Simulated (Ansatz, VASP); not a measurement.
# InAs: VASP beside Ansatz

```
In As
1.0
     0.00000    2.84212    2.84212
     2.84212    0.00000    2.84212
     2.84212    2.84212    0.00000
In As
1 1
Cartesian
  2.8421 2.8421 2.8421
  0.0000 0.0000 0.0000
```

Alike in both runs: functional r2SCAN; k mesh 16 × 16 × 16; occupations gaussian, width 0.1 eV; no spin polarisation.

Ansatz relaxed the structure, and its values are those at the end. VASP's run is a single point on that final structure, the one shown.

|  | VASP | Ansatz |
| --- | --- | --- |
| version | VASP 6.6.1 | Ansatz 0.2.0 |
| potentials or method | VASP PAW PBE potentials, release 64 (In_d, As), cutoff 520 eV | scalar-relativistic, plane waves, PAW |
| valence electrons in the cell | 18 | 28 |

```tsv
	VASP	Ansatz	Ansatz less VASP
gap on the k mesh at the Fermi level (eV)	none	none	-
pressure (GPa)	0.1	0.0	-0.09
```

VASP's potentials were made for PBE, not for r2SCAN. A gap of «none» marks a metal or a gap that the smearing closes. VASP's potentials hold 18 valence electrons a cell and Ansatz's 28, so a difference there can come from the potentials and not from the codes.
